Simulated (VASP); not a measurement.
# NaH (P6_3/mmc) in VASP: further runs

Aim: see how the results for NaH move with the level of theory and the settings. Levels: PBEsol, r2SCAN, PBE, LDA. Tasks: single point.

Everything below comes from runs of VASP 6.6.1. Logs are shortened: lines on timing, memory, paths and dates and some standing lists are left out, and cuts for length are marked.

### 1 The cell of the first run

The structure is hexagonal, space group P6_3/mmc (No. 194). The conventional cell has a = 3.942 Å, b = 3.942 Å, c = 4.833 Å, α = 90.00°, β = 90.00°, γ = 120.00°. Within 3.0 Å of Na (site symmetry -6m2) lie 5 H at 2.28 to 2.42 Å. H (site symmetry -6m2) has 5 Na at 2.28 to 2.42 Å within 3.0 Å.

### 2 Single point, PBEsol

File INCAR:

```
  ALGO = Normal
  EDIFF = 1E-6
  ENCUT = 520
  GGA = PS
  ISIF = 2
  ISMEAR = -1
  LASPH = T
  LCHARG = T
  LELF = T
  LREAL = F
  LVHAR = T
  LWAVE = F
  NBANDS = 16
  NELM = 100
  PREC = Accurate
  SIGMA = 0.02
```

File KPOINTS:

```
k-points
0
Gamma
  6 6 6
```

File POSCAR:

```
NaH
1.0
    3.9420603804      0.0000000000      0.0000000000
   -1.9710301902      3.4139244327      0.0000000000
    0.0000000000      0.0000000000      4.8325145607
Na H
2 2
Direct
    0.3333333333      0.6666666667      0.2500000000
    0.6666666667      0.3333333333      0.7500000000
    0.6666666667      0.3333333333      0.2500000000
    0.3333333333      0.6666666667      0.7500000000
```

Potentials or basis: VASP PAW PBE potentials, release 64 (Na_pv, H).

Started as:

```console
cat potpaw_PBE.64/Na_pv/POTCAR potpaw_PBE.64/H/POTCAR > POTCAR
mpirun -np 1 vasp_std > vasp.out
```

OUTCAR:

```text
EDIFF = 1E-6
   ENCUT = 520
   GGA = PS
   ISIF = 2
   ISMEAR = -1
   LASPH = T
   LREAL = F
   NELM = 100
   PREC = Accurate

 ion  position               nearest neighbor table
   1  0.333  0.667  0.250-
   2  0.667  0.333  0.750-
   3  0.667  0.333  0.250-
   4  0.333  0.667  0.750-

  LATTYP: Found a hexagonal cell.
 ALAT       =     3.9420603804
 C/A-ratio  =     1.2258854747

  Lattice vectors:

 A1 = (   3.9420603804,   0.0000000000,   0.0000000000)
 A2 = (  -1.9710301902,   3.4139244327,   0.0000000000)
 A3 = (   0.0000000000,   0.0000000000,   4.8325145607)

Analysis of symmetry for initial positions (statically):
=====================================================================
 Subroutine PRICEL returns:
 Original cell was already a primitive cell.

 Routine SETGRP: Setting up the symmetry group for a
 hexagonal supercell.

 Subroutine GETGRP returns: Found 24 space group operations
 (whereof 12 operations were pure point group operations)
 out of a pool of 24 trial point group operations.

The static configuration has the point symmetry D_3d.
 The point group associated with its full space group is D_6h.

Analysis of symmetry for dynamics (positions and initial velocities):
=====================================================================
 Subroutine PRICEL returns:
 Original cell was already a primitive cell.

 Routine SETGRP: Setting up the symmetry group for a
 hexagonal supercell.

 Subroutine GETGRP returns: Found 24 space group operations
 (whereof 12 operations were pure point group operations)
 out of a pool of 24 trial point group operations.

The dynamic configuration has the point symmetry D_3d.
 The point group associated with its full space group is D_6h.

 Subroutine INISYM returns: Found 24 space group operations
 (whereof 12 operations are pure point group operations),
 and found     1 'primitive' translations

----------------------------------------------------------------------------------------

                                     Primitive cell

  volume of cell :      65.0355

  direct lattice vectors                    reciprocal lattice vectors
     3.942060380  0.000000000  0.000000000     0.253674450  0.146459012  0.000000000
    -1.971030190  3.413924433  0.000000000     0.000000000  0.292918024  0.000000000
     0.000000000  0.000000000  4.832514561     0.000000000  0.000000000  0.206931606

  length of vectors
     3.942060380  3.942060380  4.832514561     0.292918024  0.292918024  0.206931606

  position of ions in fractional coordinates (direct lattice)
     0.333333333  0.666666667  0.250000000
     0.666666667  0.333333333  0.750000000
     0.666666667  0.333333333  0.250000000
     0.333333333  0.666666667  0.750000000

  ion indices of the primitive-cell ions
   primitive index   ion index
                 1           1
                 2           2
                 3           3
                 4           4

----------------------------------------------------------------------------------------

 KPOINTS: k-points

Automatic generation of k-mesh.
 Grid dimensions read from file:
 generate k-points for:    6    6    6

 Generating k-lattice:

  Cartesian coordinates                     Fractional coordinates (reciprocal lattice)
     0.042279075  0.024409835  0.000000000     0.166666667  0.000000000  0.000000000
     0.000000000  0.048819671  0.000000000     0.000000000  0.166666667  0.000000000
     0.000000000  0.000000000  0.034488601     0.000000000  0.000000000  0.166666667

  Length of vectors
     0.048819671  0.048819671  0.034488601

  Shift w.r.t. Gamma in fractional coordinates (k-lattice)
     0.000000000  0.000000000  0.000000000

 Subroutine IBZKPT returns following result:
 ===========================================

 Found     28 irreducible k-points:

 Following reciprocal coordinates:
            Coordinates               Weight
  0.000000  0.000000  0.000000      1.000000
  0.166667  0.000000  0.000000      6.000000
  0.333333  0.000000  0.000000      6.000000
  0.500000  0.000000  0.000000      3.000000
  0.166667  0.166667  0.000000      6.000000
  0.333333  0.166667  0.000000     12.000000
[... 16 lines left out ...]
  0.166667  0.000000  0.500000      6.000000
  0.333333  0.000000  0.500000      6.000000
 [... further k-points ...]
   k-points           NKPTS =     28   k-points in BZ     NKDIM =     28   number of bands    NBANDS=     16
   number of dos      NEDOS =    301   number of ions     NIONS =      4
   total plane-waves  NPLWV =  32400
   dimension x,y,z NGX =    30 NGY =   30 NGZ =   36
   dimension x,y,z NGXF=    60 NGYF=   60 NGZF=   72
   ions per type =               2   2
   NGX,Y,Z   is equivalent  to a cutoff of  12.65, 12.65, 12.38 a.u.
   NGXF,Y,Z  is equivalent  to a cutoff of  25.30, 25.30, 24.77 a.u.
 SYSTEM =  unknown system
   PREC   = accura    normal or accurate (medium, high low for compatibility)
   ISTART =      0    job   : 0-new  1-cont  2-samecut
   ICHARG =      2    charge: 1-file 2-atom 10-const
   ISPIN  =      1    spin polarized calculation?
   LNONCOLLINEAR =      F non collinear calculations
   LSORBIT =      F    spin-orbit coupling
   LASPH  =      T    aspherical Exc in radial PAW
   ENCUT  =  520.0 eV  38.22 Ry    6.18 a.u.   7.33  7.33  8.99*2*pi/ulx,y,z
   NELM   =    100;   NELMIN=  2; NELMDL= -5     # of ELM steps
   EDIFF  = 0.1E-05   stopping-criterion for ELM
   LREAL  =      F    real-space projection
   EDIFFG = 0.1E-04   stopping-criterion for IOM
   NSW    =      0    number of steps for IOM
   IBRION =     -1    ionic relax: 0-MD 1-quasi-New 2-CG
   NFREE  =      0    steps in history (QN), initial steepest desc. (CG)
   ISIF   =      2    stress and relaxation
   ISYM   =      2    0-nonsym 1-usesym 2-fastsym
   POTIM  = 0.5000    time-step for ionic-motion
   TEBEG  =    0.0;   TEEND  =   0.0 temperature during run
   PSTRESS=    0.0 pullay stress
   NELECT =      16.0000    total number of electrons
   NUPDOWN=      -1.0000    fix difference up-down
   EMIN   =  10.00;   EMAX   =-10.00  energy-range for DOS
   EFERMI =   0.00;   METHOD = LEGACY
   ISMEAR =    -1;   SIGMA  =   0.02  broadening in eV -4-tet -1-fermi 0-gaus
   EFERMI_NEDOS =   21; number of points for ismear=-14 and -15
   IALGO  =     38    algorithm
   IMIX   =      4    mixing-type and parameters
     AMIX     =   0.40;   BMIX     =  1.00
     AMIX_MAG =   1.60;   BMIX_MAG =  1.00
  volume/ion in A,a.u.               =      16.26       109.72
  Fermi-wavevector in a.u.,A,eV,Ry     =   1.025805  1.938490 14.317076  1.052275
  Thomas-Fermi vector in A             =   2.159664
   LORBIT       =      0    0 simple, 1 ext, 2 COOP (PROOUT), +10 PAW based schemes
   GGA     = PS    functional components
   LHFCALC =     F    Hartree Fock is set to
   AEXX    =    0.0000 exact exchange contribution
   IVDW    =     0    specifies the selected vdW correction
   LEPSILON=     F    determine dielectric tensor
   LRPA    =     F    only Hartree local field effects (RPA)
 non-spin polarized calculation
  energy-cutoff  :      520.00
  volume of cell :       65.04
 maximum number of plane-waves:      1794
 NGX is ok and might be reduce to    30
   NGX = 15   NGY = 15   NGZ = 17

 number of electron      16.0000017 magnetization

 Free energy of the ion-electron system (eV)
  ---------------------------------------------------
  ext. energy  EPLUGINS =         0.00000000
  ---------------------------------------------------
  free energy    TOTEN  =       -10.02591866 eV

  energy without entropy =      -10.02591866  energy(sigma->0) =      -10.02591866

 E-fermi :  -0.9723     XC(G=0):  -7.2594

 val. band max:       -1.3988400361   @ k =   0.1667   0.0000   0.0000
 cond. band min:       1.6879338893   @ k =   0.3333   0.3333   0.0000
 fundamental gap:      3.0867739255
 Fermi energy:        -0.9723264342

 k-point     1 :       0.0000    0.0000    0.0000
  band No.  band energies     occupation
      1     -23.5990      2.00000
      2     -23.5573      2.00000
      3     -23.5573      2.00000
      4     -23.5283      2.00000
      5     -23.5283      2.00000
      6     -23.5086      2.00000
[... 8 lines left out ...]
     15       9.1964      0.00000
     16      13.9310      0.00000

 k-point     2 :       0.1667    0.0000    0.0000
  band No.  band energies     occupation
      1     -23.5931      2.00000
      2     -23.5614      2.00000
      3     -23.5602      2.00000
      4     -23.5342      2.00000
      5     -23.5276      2.00000
      6     -23.5135      2.00000
[... 8 lines left out ...]
     15      11.1974      0.00000
     16      11.8703      0.00000

 k-point     3 :       0.3333    0.0000    0.0000
  band No.  band energies     occupation
      1     -23.5782      2.00000
      2     -23.5700      2.00000
      3     -23.5656      2.00000
      4     -23.5456      2.00000
      5     -23.5266      2.00000
      6     -23.5262      2.00000
[... 8 lines left out ...]
     15      10.6711      0.00000
     16      11.8294      0.00000

 k-point     4 :       0.5000    0.0000    0.0000
  band No.  band energies     occupation
      1     -23.5746      2.00000
      2     -23.5681      2.00000
      3     -23.5666      2.00000
      4     -23.5510      2.00000
      5     -23.5368      2.00000
      6     -23.5263      2.00000
[... 8 lines left out ...]
     15      10.3759      0.00000
     16      11.4866      0.00000
[... 324 lines left out ...]
 k-point    22 :       0.0000    0.0000    0.5000
  band No.  band energies     occupation
      1     -23.5564      2.00000
      2     -23.5564      2.00000
      3     -23.5427      2.00000
      4     -23.5427      2.00000
      5     -23.5427      2.00000
      6     -23.5427      2.00000
[... 8 lines left out ...]
     15      10.9020      0.00000
     16      10.9020      0.00000

 k-point    23 :       0.1667    0.0000    0.5000
  band No.  band energies     occupation
      1     -23.5709      2.00000
      2     -23.5709      2.00000
      3     -23.5438      2.00000
      4     -23.5438      2.00000
      5     -23.5325      2.00000
      6     -23.5325      2.00000
[... 8 lines left out ...]
     15      10.8735      0.00000
     16      10.8735      0.00000

 k-point    24 :       0.3333    0.0000    0.5000
  band No.  band energies     occupation
      1     -23.5883      2.00000
      2     -23.5883      2.00000
      3     -23.5461      2.00000
      4     -23.5461      2.00000
      5     -23.5237      2.00000
      6     -23.5237      2.00000
[... 8 lines left out ...]
     15      11.8032      0.00000
     16      11.8032      0.00000

 [... further k-points ...]

------------------------ aborting loop because EDIFF is reached ----------------------------------------

  FORCE on cell =-STRESS in cart. coord.  units (eV):
  Direction    XX          YY          ZZ          XY          YZ          ZX
  --------------------------------------------------------------------------------------
  -------------------------------------------------------------------------------------
  Total       -0.0013489     -0.0013489     -0.0026174      0.0000000     -0.0000000     -0.0000000
  in kB       -0.0332305     -0.0332305     -0.0644816      0.0000000     -0.0000000     -0.0000000
  external PRESSURE =      -0.0436475 kB  Pullay stress =       0.0000000 kB

 VOLUME and BASIS-vectors are now :
 -----------------------------------------------------------------------------
  energy-cutoff  :      520.00
  volume of cell :       65.04
      direct lattice vectors                 reciprocal lattice vectors
     3.942060380  0.000000000  0.000000000     0.253674450  0.146459012  0.000000000
    -1.971030190  3.413924433  0.000000000     0.000000000  0.292918024  0.000000000
     0.000000000  0.000000000  4.832514561     0.000000000  0.000000000  0.206931606

 POSITION                                       TOTAL-FORCE (eV/Angst)
 -----------------------------------------------------------------------------------
     -0.00000      2.27595      1.20813        -0.000000     -0.000000      0.000000
      1.97103      1.13797      3.62439         0.000000      0.000000      0.000000
      1.97103      1.13797      1.20813         0.000000      0.000000      0.000000
     -0.00000      2.27595      3.62439         0.000000      0.000000      0.000000
 -----------------------------------------------------------------------------------
    total drift:                               -0.000000      0.000000      0.000000

  FREE ENERGIE OF THE ION-ELECTRON SYSTEM (eV)
  ---------------------------------------------------
  free  energy   TOTEN  =       -10.0259186638 eV

  energy  without entropy=      -10.0259186637  energy(sigma->0) =      -10.02591866
```

It took 44 s on 1 thread of AMD EPYC 7R13, shared host; peak memory 0.15 GiB.

What came out:

| Property | Result |
| --- | --- |
| Free energy | -10.0259 eV |
| Pressure | 0.0 GPa |
| Band gap on the k mesh | 3.09 eV (least direct gap 4.02 eV) |

Levels at points of the mesh, in eV from the valence-band top:
```tsv
k point	band 5	band 6	band 7	band 8	band 9	band 10	band 11	band 12
(0.00, 0.00, 0.00)	-22.13	-22.11	-3.45	-0.02	4.67	7.87	10.19	10.19
(0.50, 0.00, 0.00)	-22.14	-22.13	-1.55	-0.65	3.69	7.35	7.50	7.67
(0.00, 0.00, 0.50)	-22.14	-22.14	-2.11	-2.11	6.85	6.85	10.95	10.95
(0.50, 0.00, 0.50)	-22.12	-22.12	-0.85	-0.85	3.76	3.76	8.37	8.37
```

Caveat: the PAW data sets were made with another functional, which shifts forces and pressure a little.

[end of part 1 of 2]
